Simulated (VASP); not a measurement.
Write the native input for VASP 6.6.1 that does the following.

* Task: single point
* Functional: PBE
* Dispersion: D3(BJ)
* Potentials or basis: VASP PAW PBE potentials, release 64 (C)
* Cutoff: 520 eV
* k mesh: 6 × 6 × 1
* Occupations: gaussian, width 0.1 eV
* Spin: no spin polarisation
* Dipole correction: yes
* Further INCAR settings: ALGO = Normal; EDIFF = 1e-06; NBANDS = 26; NELMDL = -8

The structure of C lies in POSCAR:

```
C
1.0
    4.9313354216      0.0000000001      0.0000000000
   -2.4656677109      4.2706617497      0.0000000000
    0.0000000000      0.0000000000     17.3000330561
C
8
Direct
    0.3333333333      0.1666666667      0.2312153418
    0.3333333333      0.6666666667      0.2312153418
    0.8333333333      0.1666666667      0.2312153418
    0.8333333333      0.6666666667      0.2312153418
    0.1666666667      0.3333333333      0.2312134310
    0.1666666667      0.8333333333      0.2312134310
    0.6666666667      0.3333333333      0.2312134310
    0.6666666667      0.8333333333      0.2312134310
```

These files were run (other wordings do the same):

INCAR

```
SYSTEM = C
  ALGO = Normal
  DIPOL = 0.5 0.5 0.231
  EDIFF = 1E-6
  ENCUT = 520
  GGA = PE
  GGA_COMPAT = .FALSE.
  IDIPOL = 3
  ISIF = 2
  ISMEAR = 0
  IVDW = 12
  LASPH = .TRUE.
  LCHARG = .TRUE.
  LDIPOL = .TRUE.
  LELF = .TRUE.
  LREAL = .FALSE.
  LVACPOTAV = .TRUE.
  LVHAR = .TRUE.
  LWAVE = .FALSE.
  NBANDS = 26
  NELM = 120
  NELMDL = -8
  PREC = Accurate
  SIGMA = 0.1
```

KPOINTS

```
k-points
0
G
  6 6 1
  0 0 0
```

Potentials or basis: VASP PAW PBE potentials, release 64 (C).

The run is started by

```sh
$ cat potpaw_PBE.64/C/POTCAR > POTCAR
$ mpirun -np 1 vasp_std > vasp.out
```

It gave:

| Item | Value |
| --- | --- |
| Band gap on the k mesh | zero (filled and empty bands touch) |
| Dispersion energy per atom | -0.089 eV |

Wall time 4.7 min on 1 thread of Intel Xeon 8259CL (shared host), peak memory 0.48 GiB.
